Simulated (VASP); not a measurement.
Runs of VASP 6.6.1 on ZnO (zincite). The structure is that of space group P6_3mc (No. 186), or close to it. The cells are those of the table. 

```tsv
task	level	cell	cutoff (eV)	gap on the mesh (eV)	pressure (GPa)	relaxed volume (Å³/atom)
single point	PBEsol	a = 3.230, b = 3.230, c = 5.213 Å, angles 90.0, 90.0, 120.0°, 4 atoms	520	0.69	0.8	-
relaxation of cell and atoms	RPBE	relaxed from a = 3.249, b = 3.249, c = 5.206 Å, angles 90.0, 90.0, 120.0°, 4 atoms	600	0.77	0.0	12.84
relaxation of cell and atoms	PBE+D4	relaxed from a = 3.249, b = 3.249, c = 5.206 Å, angles 90.0, 90.0, 120.0°, 4 atoms	600	0.76	0.1	12.10
relaxation of cell and atoms	PBEsol	relaxed from a = 3.249, b = 3.249, c = 5.206 Å, angles 90.0, 90.0, 120.0°, 4 atoms	600	0.69	0.3	(b)
single point	PBE+D4	a = 3.252, b = 3.252, c = 5.250 Å, angles 90.0, 90.0, 120.0°, 4 atoms	520	0.76	1.0	-
single point	RPBE	a = 3.318, b = 3.318, c = 5.352 Å, angles 90.0, 90.0, 120.0°, 4 atoms	520	0.77	(a)	-
```

Alike in all rows: potentials or basis VASP PAW PBE potentials, release 64 (Zn, O); no spin polarisation; k mesh 6 × 6 × 4; smearing gaussian 0.01 eV.

Fill in the values left out.

(a) 0.9; (b) 11.82.

Caveats: the PAW data sets were made with another functional, which shifts forces and pressure a little (some runs).

